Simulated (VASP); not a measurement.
# La2AlCo2C (Immm) in VASP: further runs

La2AlCo2C is run at these levels: PBE; tasks: single point.

Everything below comes from runs of VASP 6.6.1. Logs are shortened: lines on timing, memory, paths and dates and some standing lists are left out, and cuts for length are marked.

### Step 1. The cell of the first run

The structure is orthorhombic, space group Immm (No. 71). The conventional cell has a = 4.193 Å, b = 6.098 Å, c = 9.001 Å, α = 90.00°, β = 90.00°, γ = 90.00°. Within 3.6 Å of La (site symmetry mm2) lie 2 C at 2.72 Å and 6 Co at 3.05 to 3.24 Å and 1 La at 3.46 Å and 4 Al at 3.47 to 3.51 Å. Within 3.2 Å of Al (site symmetry mmm) lie 4 Co at 2.46 Å. Within 2.6 Å of Co (site symmetry m2m) lie 1 C at 1.77 Å and 2 Al at 2.46 Å and 1 Co at 2.56 Å. C (site symmetry mmm) has 2 Co at 1.77 Å within 2.4 Å.

### Step 2. Single point, PBE

File INCAR:

```
PREC = Accurate ; ENCUT = 520
EDIFF = 1E-6 ; ISMEAR = 0
SIGMA = 0.05 ; LREAL = Auto
LASPH = True ; NELM = 100
ALGO = Normal ; ISIF = 2
LWAVE = False ; LCHARG = True
GGA = PE ; LELF = True
LVHAR = True ; NBANDS = 112
```

File KPOINTS:

```
regular mesh
0
Gamma
  3 3 3
```

File POSCAR:

```
La2AlCo2C
1.0
   -4.1929989189     -6.0979789139      0.0000000000
   -4.1929989189      6.0979789139      0.0000000000
    0.0000000000      0.0000000000     -9.0005369941
La Al Co C
8 4 8 4
Direct
    0.2500000000      0.7500000000      0.3079015083
    0.2500000000      0.2500000000      0.8079015083
    0.7500000000      0.2500000000      0.3079015083
    0.7500000000      0.7500000000      0.8079015083
    0.2500000000      0.2500000000      0.1920984917
    0.2500000000      0.7500000000      0.6920984917
    0.7500000000      0.7500000000      0.1920984917
    0.7500000000      0.2500000000      0.6920984917
    0.0000000000      0.0000000000      0.5000000000
    0.0000000000      0.5000000000      1.0000000000
    0.5000000000      0.5000000000      0.5000000000
    0.5000000000      0.0000000000      1.0000000000
    0.3549244613      0.6450755387      0.0000000000
    0.3549244613      0.1450755387      0.5000000000
    0.8549244613      0.1450755387      0.0000000000
    0.8549244613      0.6450755387      0.5000000000
    0.1450755387      0.8549244613      0.0000000000
    0.1450755387      0.3549244613      0.5000000000
    0.6450755387      0.3549244613      0.0000000000
    0.6450755387      0.8549244613      0.5000000000
    0.0000000000      0.0000000000      0.0000000000
    0.0000000000      0.5000000000      0.5000000000
    0.5000000000      0.5000000000      0.0000000000
    0.5000000000      0.0000000000      0.5000000000
```

Potentials or basis: VASP PAW PBE potentials, release 64 (La, Al, Co, C).

Command:

```sh
$ cat potpaw_PBE.64/La/POTCAR potpaw_PBE.64/Al/POTCAR potpaw_PBE.64/Co/POTCAR potpaw_PBE.64/C/POTCAR > POTCAR
$ mpirun -np 1 vasp_std > vasp.out
```

OUTCAR:

```text
PREC = Accurate
   ENCUT = 520
   EDIFF = 1E-6
   ISMEAR = 0
   LREAL = Auto
   LASPH = True
   NELM = 100
   ISIF = 2
   GGA = PE

 ion  position               nearest neighbor table
   1  0.250  0.750  0.308-  22 2.72  24 2.72  13 3.05  17 3.05  18 3.24  20 3.24  16 3.24  14 3.24
                             6 3.46  10 3.47  12 3.47  11 3.51   9 3.51
   2  0.250  0.250  0.808-  21 2.72  23 2.72  14 3.05  18 3.05  13 3.24  19 3.24  15 3.24  17 3.24
                             5 3.46   9 3.47  11 3.47  10 3.51  12 3.51
   3  0.750  0.250  0.308-  22 2.72  24 2.72  15 3.05  19 3.05  14 3.24  20 3.24  16 3.24  18 3.24
                             8 3.46  10 3.47  12 3.47  11 3.51   9 3.51
   4  0.750  0.750  0.808-  21 2.72  23 2.72  16 3.05  20 3.05  19 3.24  15 3.24  13 3.24  17 3.24
                             7 3.46   9 3.47  11 3.47  10 3.51  12 3.51
   5  0.250  0.250  0.192-  21 2.72  23 2.72  14 3.05  18 3.05  13 3.24  19 3.24  15 3.24  17 3.24
                             2 3.46   9 3.47  11 3.47  10 3.51  12 3.51
   6  0.250  0.750  0.692-  22 2.72  24 2.72  13 3.05  17 3.05  18 3.24  20 3.24  16 3.24  14 3.24
                             1 3.46  10 3.47  12 3.47  11 3.51   9 3.51
   7  0.750  0.750  0.192-  21 2.72  23 2.72  16 3.05  20 3.05  19 3.24  15 3.24  13 3.24  17 3.24
                             4 3.46   9 3.47  11 3.47  10 3.51  12 3.51
   8  0.750  0.250  0.692-  22 2.72  24 2.72  15 3.05  19 3.05  14 3.24  20 3.24  16 3.24  18 3.24
                             3 3.46  10 3.47  12 3.47  11 3.51   9 3.51
   9  0.000  0.000  0.500-  14 2.46  16 2.46  18 2.46  20 2.46   2 3.47   4 3.47   5 3.47   7 3.47
[... 13 lines left out ...]
  16  0.855  0.645  0.500-  22 1.77  11 2.46   9 2.46  20 2.56   4 3.05   7 3.05   1 3.24   6 3.24
                             3 3.24   8 3.24
  17  0.145  0.855  0.000-  21 1.77  12 2.46  10 2.46  13 2.56   1 3.05   6 3.05   4 3.24   5 3.24
                             2 3.24   7 3.24
  18  0.145  0.355  0.500-  22 1.77  11 2.46   9 2.46  14 2.56   2 3.05   5 3.05   3 3.24   1 3.24
                             6 3.24   8 3.24
  19  0.645  0.355  0.000-  23 1.77  12 2.46  10 2.46  15 2.56   3 3.05   8 3.05   4 3.24   5 3.24
                             7 3.24   2 3.24
  20  0.645  0.855  0.500-  24 1.77  11 2.46   9 2.46  16 2.56   4 3.05   7 3.05   1 3.24   6 3.24
                             3 3.24   8 3.24
  21  0.000  0.000  0.000-  15 1.77  17 1.77   5 2.72   7 2.72   2 2.72   4 2.72
  22  0.000  0.500  0.500-  16 1.77  18 1.77   6 2.72   8 2.72   1 2.72   3 2.72
  23  0.500  0.500  0.000-  13 1.77  19 1.77   5 2.72   7 2.72   2 2.72   4 2.72
  24  0.500  0.000  0.500-  14 1.77  20 1.77   6 2.72   8 2.72   1 2.72   3 2.72

  LATTYP: Found a base centered orthorhombic cell.
 ALAT       =     8.3859978378
 B/A-ratio  =     1.4543239891
 C/A-ratio  =     1.0732815782

  Lattice vectors:

 A1 = (  -4.1929989189,  -6.0979789139,   0.0000000000)
 A2 = (  -4.1929989189,   6.0979789139,   0.0000000000)
 A3 = (   0.0000000000,   0.0000000000,  -9.0005369941)

Analysis of symmetry for initial positions (statically):
=====================================================================
 Subroutine PRICEL returns following result:

  LATTYP: Found a body centered orthorhombic cell.
 ALAT       =     4.1929989189
 B/A-ratio  =     1.4543239891
 C/A-ratio  =     2.1465631564

  Lattice vectors:

 A1 = (   2.0964994594,  -3.0489894570,   4.5002684971)
 A2 = (  -2.0964994595,   3.0489894570,   4.5002684971)
 A3 = (  -2.0964994594,  -3.0489894570,  -4.5002684971)

   4 primitive cells build up your supercell.

 Routine SETGRP: Setting up the symmetry group for a
 base centered orthorhombic supercell.

 Subroutine GETGRP returns: Found  8 space group operations
 (whereof  8 operations were pure point group operations)
 out of a pool of  8 trial point group operations.

The static configuration has the point symmetry D_2h.

Analysis of symmetry for dynamics (positions and initial velocities):
=====================================================================
 Subroutine PRICEL returns following result:

  LATTYP: Found a body centered orthorhombic cell.
 ALAT       =     4.1929989189
 B/A-ratio  =     1.4543239891
 C/A-ratio  =     2.1465631564

  Lattice vectors:

 A1 = (   2.0964994594,  -3.0489894570,   4.5002684971)
 A2 = (  -2.0964994595,   3.0489894570,   4.5002684971)
 A3 = (  -2.0964994594,  -3.0489894570,  -4.5002684971)

   4 primitive cells build up your supercell.

 Routine SETGRP: Setting up the symmetry group for a
 base centered orthorhombic supercell.

 Subroutine GETGRP returns: Found  8 space group operations
[... 43 lines left out ...]

Automatic generation of k-mesh.
 Grid dimensions read from file:
 generate k-points for:    3    3    3

 Generating k-lattice:

  Cartesian coordinates                     Fractional coordinates (reciprocal lattice)
    -0.039748798 -0.027331460  0.000000000     0.333333333  0.000000000  0.000000000
    -0.039748798  0.027331460  0.000000000     0.000000000  0.333333333  0.000000000
     0.000000000  0.000000000 -0.037034827     0.000000000  0.000000000  0.333333333

  Length of vectors
     0.048238736  0.048238736  0.037034827

  Shift w.r.t. Gamma in fractional coordinates (k-lattice)
     0.000000000  0.000000000  0.000000000

 Subroutine IBZKPT returns following result:
 ===========================================

 Found      8 irreducible k-points:

 Following reciprocal coordinates:
            Coordinates               Weight
  0.000000  0.000000  0.000000      1.000000
  0.333333 -0.000000  0.000000      4.000000
  0.333333  0.333333  0.000000      2.000000
 -0.333333  0.333333  0.000000      2.000000
  0.000000  0.000000  0.333333      2.000000
  0.333333 -0.000000  0.333333      8.000000
  0.333333  0.333333  0.333333      4.000000
 -0.333333  0.333333  0.333333      4.000000
   k-points           NKPTS =      8   k-points in BZ     NKDIM =      8   number of bands    NBANDS=    112
   number of dos      NEDOS =    301   number of ions     NIONS =     24
   total plane-waves  NPLWV = 219520
   dimension x,y,z NGX =    56 NGY =   56 NGZ =   70
   dimension x,y,z NGXF=   112 NGYF=  112 NGZF=  140
   ions per type =               8   4   8   4
   NGX,Y,Z   is equivalent  to a cutoff of  12.58, 12.58, 12.93 a.u.
   NGXF,Y,Z  is equivalent  to a cutoff of  25.16, 25.16, 25.86 a.u.
 SYSTEM =  unknown system
   PREC   = accura    normal or accurate (medium, high low for compatibility)
   ISTART =      0    job   : 0-new  1-cont  2-samecut
   ICHARG =      2    charge: 1-file 2-atom 10-const
   ISPIN  =      1    spin polarized calculation?
   LNONCOLLINEAR =      F non collinear calculations
   LSORBIT =      F    spin-orbit coupling
   LASPH  =      T    aspherical Exc in radial PAW
   ENCUT  =  520.0 eV  38.22 Ry    6.18 a.u.  13.76 13.76 16.74*2*pi/ulx,y,z
   NELM   =    100;   NELMIN=  2; NELMDL= -5     # of ELM steps
   EDIFF  = 0.1E-05   stopping-criterion for ELM
   LREAL  =      T    real-space projection
   EDIFFG = 0.1E-04   stopping-criterion for IOM
   NSW    =      0    number of steps for IOM
   IBRION =     -1    ionic relax: 0-MD 1-quasi-New 2-CG
   NFREE  =      0    steps in history (QN), initial steepest desc. (CG)
   ISIF   =      2    stress and relaxation
   ISYM   =      2    0-nonsym 1-usesym 2-fastsym
   POTIM  = 0.5000    time-step for ionic-motion
   TEBEG  =    0.0;   TEEND  =   0.0 temperature during run
   PSTRESS=    0.0 pullay stress
   NELECT =     188.0000    total number of electrons
   NUPDOWN=      -1.0000    fix difference up-down
   EMIN   =  10.00;   EMAX   =-10.00  energy-range for DOS
   EFERMI =   0.00;   METHOD = LEGACY
   ISMEAR =     0;   SIGMA  =   0.05  broadening in eV -4-tet -1-fermi 0-gaus
   EFERMI_NEDOS =   21; number of points for ismear=-14 and -15
   IALGO  =     38    algorithm
   IMIX   =      4    mixing-type and parameters
     AMIX     =   0.40;   BMIX     =  1.00
     AMIX_MAG =   1.60;   BMIX_MAG =  1.00
  volume/ion in A,a.u.               =      19.18       129.42
  Fermi-wavevector in a.u.,A,eV,Ry     =   1.214668  2.295391 20.074300  1.475419
  Thomas-Fermi vector in A             =   2.350081
   LORBIT       =      0    0 simple, 1 ext, 2 COOP (PROOUT), +10 PAW based schemes
   GGA     = PE    functional components
   LHFCALC =     F    Hartree Fock is set to
   AEXX    =    0.0000 exact exchange contribution
   IVDW    =     0    specifies the selected vdW correction
   LEPSILON=     F    determine dielectric tensor
   LRPA    =     F    only Hartree local field effects (RPA)
 non-spin polarized calculation
 Gauss-broadening in eV      SIGMA  =   0.05
  energy-cutoff  :      520.00
  volume of cell :      460.27
 maximum number of plane-waves:     12395
   NGX = 27   NGY = 27   NGZ = 33

 number of electron     188.0000031 magnetization

 Free energy of the ion-electron system (eV)
  ---------------------------------------------------
  ext. energy  EPLUGINS =         0.00000000
  ---------------------------------------------------
  free energy    TOTEN  =      -155.84863344 eV

  energy without entropy =     -155.83461456  energy(sigma->0) =     -155.84162400

 E-fermi :   8.4208     XC(G=0): -10.6559

 val. band max:        8.3796414150   @ k =   0.3333  -0.0000   0.0000
 cond. band min:       8.4498040248   @ k =  -0.3333   0.3333   0.0000
 fundamental gap:      0.0701626098
 Fermi energy:         8.4207765485

 k-point     1 :       0.0000    0.0000    0.0000
  band No.  band energies     occupation
      1     -24.1358      2.00000
      2     -24.0645      2.00000
      3     -24.0645      2.00000
      4     -24.0514      2.00000
      5     -24.0349      2.00000
      6     -23.9824      2.00000
[... 861 lines left out ...]
    105       9.1232      0.00000
    106       9.1830      0.00000
 [bands above 106 left out]

------------------------ aborting loop because EDIFF is reached ----------------------------------------

  FORCE on cell =-STRESS in cart. coord.  units (eV):
  Direction    XX          YY          ZZ          XY          YZ          ZX
  --------------------------------------------------------------------------------------
  -------------------------------------------------------------------------------------
  Total       -0.2267907      0.7876535     -1.4228871      0.0000000      0.0000000      0.0000000
  in kB       -0.7894537      2.7418058     -4.9530411      0.0000000      0.0000000      0.0000000
  external PRESSURE =      -1.0002297 kB  Pullay stress =       0.0000000 kB

 VOLUME and BASIS-vectors are now :
 -----------------------------------------------------------------------------
  energy-cutoff  :      520.00
  volume of cell :      460.27
      direct lattice vectors                 reciprocal lattice vectors
    -4.192998919 -6.097978914  0.000000000    -0.119246394 -0.081994380  0.000000000
    -4.192998919  6.097978914  0.000000000    -0.119246394  0.081994380  0.000000000
     0.000000000  0.000000000 -9.000536994     0.000000000  0.000000000 -0.111104482

 POSITION                                       TOTAL-FORCE (eV/Angst)
 -----------------------------------------------------------------------------------
     -4.19300      3.04899     -2.77128        -0.000000     -0.000000     -0.044695
     -2.09650      0.00000     -7.27155        -0.000000     -0.000000     -0.044695
     -4.19300     -3.04899     -2.77128         0.000000     -0.000000     -0.044695
     -6.28950      0.00000     -7.27155         0.000000     -0.000000     -0.044695
     -2.09650      0.00000     -1.72899        -0.000000     -0.000000      0.044695
     -4.19300      3.04899     -6.22926        -0.000000     -0.000000      0.044695
[... 16 lines left out ...]
     -4.19300      0.00000      0.00000         0.000000     -0.000000     -0.000000
     -2.09650     -3.04899     -4.50027         0.000000     -0.000000     -0.000000
 -----------------------------------------------------------------------------------
    total drift:                               -0.000000      0.000000      0.000000

  FREE ENERGIE OF THE ION-ELECTRON SYSTEM (eV)
  ---------------------------------------------------
  free  energy   TOTEN  =      -155.8486334440 eV

  energy  without entropy=     -155.8346145600  energy(sigma->0) =     -155.84162400
```

It took 14 min on 1 thread of Intel Xeon 6975P-C (Granite Rapids), shared host; peak memory 0.66 GiB.

What came out:

```
Free energy            : -155.8486 eV
Pressure               : -0.1 GPa
Largest force          : 0.045 eV/Å
Band gap on the k mesh : zero (bands 94 and 95 overlap by 0.20 eV)
```

Forces in eV/Å, atoms in the order of the input:
```
La   0.000  0.000 -0.045
La   0.000  0.000 -0.045
La   0.000  0.000 -0.045
La   0.000  0.000 -0.045
La   0.000  0.000  0.045
La   0.000  0.000  0.045
La   0.000  0.000  0.045
La   0.000  0.000  0.045
Al   0.000  0.000  0.000
Al   0.000  0.000  0.000
Al   0.000  0.000  0.000
Al   0.000  0.000  0.000
Co   0.000  0.025  0.000
Co   0.000  0.025  0.000
Co   0.000  0.025  0.000
Co   0.000  0.025  0.000
Co   0.000 -0.025  0.000
Co   0.000 -0.025  0.000
Co   0.000 -0.025  0.000
Co   0.000 -0.025  0.000
C    0.000  0.000  0.000
C    0.000  0.000  0.000
C    0.000  0.000  0.000
C    0.000  0.000  0.000
```

Levels at points of the mesh, in eV from the Fermi level:
```csv
k point,band 91,band 92,band 93,band 94,band 95,band 96,band 97,band 98
"(0.00, 0.00, 0.00)",-0.57,-0.57,-0.54,-0.11,-0.11,0.21,0.47,0.47
```

Caveat: spin-orbit coupling is left out, which moves the levels of the heavy elements; the run has no spin polarisation, though such a crystal can be magnetic.

(Continued in part 2 of 2.)

The gap in the log of VASP goes by the Fermi energy; the results here count the filled bands.